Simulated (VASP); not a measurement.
# Sc (Fm-3m) in VASP: a series of runs

The runs below take Sc through single point, with PBE+D3(BJ), LDA.

All numbers are computed with VASP 6.6.1; they aren't measurements. Logs are shortened: lines on timing, memory, paths and dates and some standing lists are left out, and cuts for length are marked.

## 1. The cell of the first run

It takes space group Fm-3m (No. 225, cubic). The conventional cell has a = 4.520 Å, b = 4.520 Å, c = 4.520 Å, α = 90.00°, β = 90.00°, γ = 90.00°. Within 4.2 Å of Sc (site symmetry m-3m) lie 12 Sc at 3.20 Å.

## 2. Single point, PBE+D3(BJ)

Contents of INCAR:

```
SYSTEM = Sc
  ALGO = Fast
  EDIFF = 1E-6
  ENCUT = 520
  GGA = PE
  ISIF = 2
  ISMEAR = -5
  IVDW = 12
  LASPH = .TRUE.
  LCHARG = .TRUE.
  LELF = .TRUE.
  LREAL = .FALSE.
  LVHAR = .TRUE.
  LWAVE = .FALSE.
  NBANDS = 12
  NELM = 60
  PREC = Accurate
  SIGMA = 0.1
```

Contents of KPOINTS:

```
k-points
0
G
  10 10 10
  0 0 0
```

Contents of POSCAR:

```
Sc
1.0
    3.1961226500      0.0000000000      0.0000000000
    1.5980613250      2.7679234085      0.0000000000
    1.5980613250      0.9226411362      2.6096232160
Sc
1
Direct
    0.0000000000      0.0000000000      0.0000000000
```

Potentials or basis: VASP PAW PBE potentials, release 64 (Sc_sv).

On the command line:

```
$ cat potpaw_PBE.64/Sc_sv/POTCAR > POTCAR
$ mpirun -np 1 vasp_std > vasp.out
```

OUTCAR:

```text
SYSTEM = Sc
   EDIFF = 1E-6
   ENCUT = 520
   GGA = PE
   ISIF = 2
   ISMEAR = -5
   IVDW = 12
   LASPH = .TRUE.
   LREAL = .FALSE.
   NELM = 60
   PREC = Accurate
 IVDW          = 12

 ion  position               nearest neighbor table
   1  0.000  0.000  0.000-

  LATTYP: Found a face centered cubic cell.
 ALAT       =     4.5199999986

  Lattice vectors:

 A1 = (   3.1961226500,   0.0000000000,   0.0000000000)
 A2 = (   1.5980613250,   2.7679234085,   0.0000000000)
 A3 = (   1.5980613250,   0.9226411362,   2.6096232160)

Analysis of symmetry for initial positions (statically):
=====================================================================
 Subroutine PRICEL returns:
 Original cell was already a primitive cell.

 Routine SETGRP: Setting up the symmetry group for a
 face centered cubic supercell.

 Subroutine GETGRP returns: Found 48 space group operations
 (whereof 48 operations were pure point group operations)
 out of a pool of 48 trial point group operations.

The static configuration has the point symmetry O_h .

Analysis of symmetry for dynamics (positions and initial velocities):
=====================================================================
 Subroutine PRICEL returns:
 Original cell was already a primitive cell.

 Routine SETGRP: Setting up the symmetry group for a
 face centered cubic supercell.

 Subroutine GETGRP returns: Found 48 space group operations
 (whereof 48 operations were pure point group operations)
 out of a pool of 48 trial point group operations.

The dynamic configuration has the point symmetry O_h .

 Subroutine INISYM returns: Found 48 space group operations
 (whereof 48 operations are pure point group operations),
 and found     1 'primitive' translations

----------------------------------------------------------------------------------------

                                     Primitive cell

  volume of cell :      23.0864

  direct lattice vectors                    reciprocal lattice vectors
     3.196122650  0.000000000  0.000000000     0.312879107 -0.180640837 -0.127732360
     1.598061325  2.767923409  0.000000000     0.000000000  0.361281673 -0.127732360
     1.598061325  0.922641136  2.609623216     0.000000000  0.000000000  0.383197081

  length of vectors
     3.196122650  3.196122650  3.196122650     0.383197081  0.383197081  0.383197081

  position of ions in fractional coordinates (direct lattice)
     0.000000000  0.000000000  0.000000000

  ion indices of the primitive-cell ions
   primitive index   ion index
                 1           1

----------------------------------------------------------------------------------------

 KPOINTS: k-points

Automatic generation of k-mesh.
 Grid dimensions read from file:
 generate k-points for:   10   10   10

 Generating k-lattice:

  Cartesian coordinates                     Fractional coordinates (reciprocal lattice)
     0.031287911 -0.018064084 -0.012773236     0.100000000  0.000000000 -0.000000000
     0.000000000  0.036128167 -0.012773236     0.000000000  0.100000000 -0.000000000
     0.000000000  0.000000000  0.038319708     0.000000000  0.000000000  0.100000000

  Length of vectors
     0.038319708  0.038319708  0.038319708

  Shift w.r.t. Gamma in fractional coordinates (k-lattice)
     0.000000000  0.000000000  0.000000000

 TETIRR: Found    148 inequivalent tetrahedra from     6000

 Subroutine IBZKPT returns following result:
 ===========================================

 Found     47 irreducible k-points:

 Following reciprocal coordinates:
            Coordinates               Weight
  0.000000  0.000000  0.000000      1.000000
  0.100000  0.000000 -0.000000      8.000000
  0.200000  0.000000 -0.000000      8.000000
  0.300000 -0.000000 -0.000000      8.000000
  0.400000 -0.000000  0.000000      8.000000
  0.500000  0.000000 -0.000000      4.000000
[... 16 lines left out ...]
  0.300000  0.300000 -0.000000      6.000000
  0.400000  0.300000 -0.000000     24.000000
 [... further k-points ...]
   k-points           NKPTS =     47   k-points in BZ     NKDIM =     47   number of bands    NBANDS=     12
   number of dos      NEDOS =    301   number of ions     NIONS =      1
   total plane-waves  NPLWV =  13824
   dimension x,y,z NGX =    24 NGY =   24 NGZ =   24
   dimension x,y,z NGXF=    48 NGYF=   48 NGZF=   48
   ions per type =               1
   NGX,Y,Z   is equivalent  to a cutoff of  12.48, 12.48, 12.48 a.u.
   NGXF,Y,Z  is equivalent  to a cutoff of  24.97, 24.97, 24.97 a.u.
 SYSTEM =  Sc
   PREC   = accura    normal or accurate (medium, high low for compatibility)
   ISTART =      0    job   : 0-new  1-cont  2-samecut
   ICHARG =      2    charge: 1-file 2-atom 10-const
   ISPIN  =      1    spin polarized calculation?
   LNONCOLLINEAR =      F non collinear calculations
   LSORBIT =      F    spin-orbit coupling
   LASPH  =      T    aspherical Exc in radial PAW
   ENCUT  =  520.0 eV  38.22 Ry    6.18 a.u.   5.94  5.94  5.94*2*pi/ulx,y,z
   NELM   =     60;   NELMIN=  2; NELMDL= -5     # of ELM steps
   EDIFF  = 0.1E-05   stopping-criterion for ELM
   LREAL  =      F    real-space projection
   EDIFFG = 0.1E-04   stopping-criterion for IOM
   NSW    =      0    number of steps for IOM
   IBRION =     -1    ionic relax: 0-MD 1-quasi-New 2-CG
   NFREE  =      0    steps in history (QN), initial steepest desc. (CG)
   ISIF   =      2    stress and relaxation
   ISYM   =      2    0-nonsym 1-usesym 2-fastsym
   POTIM  = 0.5000    time-step for ionic-motion
   TEBEG  =    0.0;   TEEND  =   0.0 temperature during run
   PSTRESS=    0.0 pullay stress
   NELECT =      11.0000    total number of electrons
   NUPDOWN=      -1.0000    fix difference up-down
   EMIN   =  10.00;   EMAX   =-10.00  energy-range for DOS
   EFERMI =   0.00;   METHOD = LEGACY
   ISMEAR =    -5;   SIGMA  =   0.10  broadening in eV -4-tet -1-fermi 0-gaus
   EFERMI_NEDOS =   21; number of points for ismear=-14 and -15
   IALGO  =     68    algorithm
   IMIX   =      4    mixing-type and parameters
     AMIX     =   0.40;   BMIX     =  1.00
     AMIX_MAG =   1.60;   BMIX_MAG =  1.00
  volume/ion in A,a.u.               =      23.09       155.79
  Fermi-wavevector in a.u.,A,eV,Ry     =   1.278657  2.416311 22.245021  1.634963
  Thomas-Fermi vector in A             =   2.411187
   LORBIT       =      0    0 simple, 1 ext, 2 COOP (PROOUT), +10 PAW based schemes
   GGA     = PE    functional components
   LHFCALC =     F    Hartree Fock is set to
   AEXX    =    0.0000 exact exchange contribution
   IVDW    =    12    specifies the selected vdW correction
   LEPSILON=     F    determine dielectric tensor
   LRPA    =     F    only Hartree local field effects (RPA)
 non-spin polarized calculation
 RMM-DIIS sequential band-by-band and
 Fermi weights with tetrahedron method with Bloechl corrections
  energy-cutoff  :      520.00
  volume of cell :       23.09
 maximum number of plane-waves:       636
   NGX = 11   NGY = 11   NGZ = 11

 number of electron      11.0000000 magnetization

 Free energy of the ion-electron system (eV)
  ---------------------------------------------------
  ext. energy  EPLUGINS =         0.00000000
  ---------------------------------------------------
  free energy    TOTEN  =        -6.18083977 eV

  energy without entropy =       -6.18083977  energy(sigma->0) =       -6.18083977

 E-fermi :   4.1126     XC(G=0): -10.1386

 val. band max:        4.1249344898   @ k =  -0.4000   0.4000   0.2000
 cond. band min:       4.1072297844   @ k =   0.3000   0.3000  -0.0000
 fundamental gap:     -0.0177047053
 Fermi energy:         4.1125885993

 k-point     1 :       0.0000    0.0000    0.0000
  band No.  band energies     occupation
      1     -45.1187      2.00000
      2     -23.4947      2.00000
      3     -23.4947      2.00000
      4     -23.4947      2.00000
      5      -1.1747      2.00000
      6       5.8116      0.00000
      7       5.8116      0.00000
      8       5.8116      0.00000
      9       7.3144      0.00000
     10       7.3144      0.00000
     11      17.0012      0.00000
     12      20.6619      0.00000

 k-point     2 :       0.1000    0.0000   -0.0000
  band No.  band energies     occupation
      1     -45.1113      2.00000
      2     -23.5434      2.00000
      3     -23.5008      2.00000
      4     -23.5008      2.00000
      5      -0.9074      2.00000
      6       5.6121      0.00000
      7       5.9080      0.00000
      8       5.9080      0.00000
      9       7.2480      0.00000
     10       7.2480      0.00000
     11      17.2388      0.00000
     12      18.9445      0.00000

 k-point     3 :       0.2000    0.0000   -0.0000
  band No.  band energies     occupation
      1     -45.0917      2.00000
      2     -23.6692      2.00000
      3     -23.5169      2.00000
      4     -23.5169      2.00000
      5      -0.1570      2.00000
      6       5.1515      0.00000
      7       6.0488      0.00000
      8       6.0488      0.00000
      9       7.2319      0.00000
     10       7.2319      0.00000
     11      16.2500      0.00000
     12      17.8421      0.00000
[... 286 lines left out ...]
 k-point    23 :       0.3000    0.3000   -0.0000
  band No.  band energies     occupation
      1     -45.0507      2.00000
      2     -23.8050      2.00000
      3     -23.6088      2.00000
      4     -23.6088      2.00000
      5       1.4496      2.00000
      6       4.1072      0.90905
      7       5.6437      0.00000
      8       7.2072      0.00000
      9       7.2072      0.00000
     10       7.9296      0.00000
     11      16.4074      0.00000
     12      16.4076      0.00000

 k-point    24 :       0.4000    0.3000   -0.0000
  band No.  band energies     occupation
      1     -45.0351      2.00000
      2     -23.8690      2.00000
      3     -23.6439      2.00000
      4     -23.6282      2.00000
      5       2.1235      2.00000
      6       3.8661      2.07978
      7       5.4004      0.00000
      8       7.3453      0.00000
      9       7.9192      0.00000
     10       8.2324      0.00000
     11      14.4475      0.00000
     12      15.6910      0.00000

 [... further k-points ...]

------------------------ aborting loop because EDIFF is reached ----------------------------------------

 Edisp (eV)   -0.41511

 E8    (eV) :    -0.2014

  FORCE on cell =-STRESS in cart. coord.  units (eV):
  Direction    XX          YY          ZZ          XY          YZ          ZX
  --------------------------------------------------------------------------------------
  -------------------------------------------------------------------------------------
  Total       0.10777     0.10777     0.10777    -0.00000     0.00000     0.00000
  in kB       7.47914     7.47914     7.47914    -0.00000     0.00000     0.00000
  external pressure =        7.48 kB  Pullay stress =        0.00 kB

 VOLUME and BASIS-vectors are now :
 -----------------------------------------------------------------------------
  energy-cutoff  :      520.00
  volume of cell :       23.09
      direct lattice vectors                 reciprocal lattice vectors
     3.196122650  0.000000000  0.000000000     0.312879107 -0.180640837 -0.127732360
     1.598061325  2.767923409  0.000000000     0.000000000  0.361281673 -0.127732360
     1.598061325  0.922641136  2.609623216     0.000000000  0.000000000  0.383197081

 POSITION                                       TOTAL-FORCE (eV/Angst)
 -----------------------------------------------------------------------------------
      0.00000      0.00000      0.00000         0.000000      0.000000      0.000000
 -----------------------------------------------------------------------------------
    total drift:                                0.000000     -0.000000      0.000000

  FREE ENERGIE OF THE ION-ELECTRON SYSTEM (eV)
  ---------------------------------------------------
  free  energy   TOTEN  =        -6.5959453861 eV

  energy  without entropy=       -6.5959453861  energy(sigma->0) =       -6.59594539
```

It took 9.1 s on 1 thread of Intel Xeon 6975P-C, shared host; peak memory 0.15 GiB.

What came out:

| Property | Result |
| --- | --- |
| Free energy | -6.5959 eV |
| Pressure | 0.7 GPa |
| Dispersion energy per atom | -0.415 eV |

Levels at points of the mesh, in eV from the Fermi level:
```
           k point  band 2  band 3  band 4  band 5  band 6  band 7  band 8  band 9
(0.00, 0.00, 0.00)  -27.61  -27.61  -27.61   -5.29    1.70    1.70    1.70    3.20
(0.50, 0.00, 0.00)  -28.10  -27.67  -27.67   -1.81    0.38    1.57    1.57    4.18
(0.50, 0.50, 0.00)  -28.07  -27.78  -27.78   -1.64   -0.69    2.18    4.17    4.43
```

Caveat: pairwise dispersion overbinds metals, which lowers pressure and volume; tetrahedron occupations give inexact forces and stress in metals.

## 3. Single point, LDA

This run uses another cell than the first one, of 22.40 Å³/atom, 0.970 times its volume.

Contents of INCAR:

```
SYSTEM = Sc
PREC = Accurate
ENCUT = 520
EDIFF = 1E-7
ISMEAR = -1
SIGMA = 0.05
LREAL = .False.
LASPH = .True.
NELM = 80
ALGO = Normal
ISIF = 2
LWAVE = .False.
LCHARG = .False.
GGA = CA
NBANDS = 12
```

Contents of KPOINTS:

```
Automatic mesh
0
Gamma
  10 10 10
  0 0 0
```

Contents of POSCAR:

```
Sc
1.0
    0.0000000000      2.2372813979      2.2372813979
    2.2372813979      0.0000000000      2.2372813979
    2.2372813979      2.2372813979      0.0000000000
Sc
1
Direct
    0.0000000000      0.0000000000      0.0000000000
```

Potentials or basis: VASP PAW LDA potentials, release 64 (Sc_sv).

On the command line:

```
$ cat potpaw_LDA.64/Sc_sv/POTCAR > POTCAR
$ mpirun -np 1 vasp_std > vasp.out
```

Run time: 12 s. Hardware: 1 thread of Intel Xeon Platinum 8259CL at 2.50GHz (Skylake/Cascade Lake), shared host; peak memory 0.13 GiB.

Results (log left out):

- Free energy: -6.6895 eV
- Pressure: 0.1 GPa

Levels at points of the mesh, in eV from the Fermi level:
```csv
k point,band 1,band 2,band 3,band 4,band 5,band 6,band 7,band 8,band 9,band 10
"(0.00, 0.00, 0.00)",-48.57,-27.26,-27.26,-27.26,-5.29,1.67,1.67,1.67,3.22,3.22
"(0.50, 0.00, 0.00)",-48.48,-27.82,-27.33,-27.33,-1.88,0.54,1.53,1.53,4.26,4.26
"(0.50, 0.50, 0.00)",-48.45,-27.78,-27.45,-27.45,-1.72,-0.79,2.37,4.25,4.53,4.53
```
